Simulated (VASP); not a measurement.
Runs of VASP 6.6.1 on GaP. The structure is that of space group R-3m (No. 166), or close to it. The cells are those of the table. 

```csv
cell,gap on the mesh (eV),pressure (GPa),largest force (eV/Å)
"a = 6.454 Å, angles 36.0°, 4 atoms",0.26,2.0,(c)
"a = 7.193 Å, angles 32.3°, 4 atoms",(b),(a),0.77
"a = 7.019 Å, angles 30.5°, 4 atoms",0.71,6.8,1.33
"a = 6.372 Å, angles 36.1°, 4 atoms",none,3.5,1.25
```

Alike in all rows: task single point; level PBE; potentials or basis VASP PAW PBE potentials, release 64 (Ga_d, P); no spin polarisation; k mesh 9 × 9 × 9; cutoff (eV) 520; smearing gaussian 0.02 eV.

Task: Fill in the values left out.

Result: (a) -6.1; (b) 0.53; (c) 0.82.

Caveats: forces of over 1 eV/Å act on the atoms, so gaps and moduli don't describe the material at rest (some runs).

A k mesh can miss the band edges, and the runs leave out spin-orbit coupling on Ga.

A gap of «none» marks levels without a gap at the run's occupations.
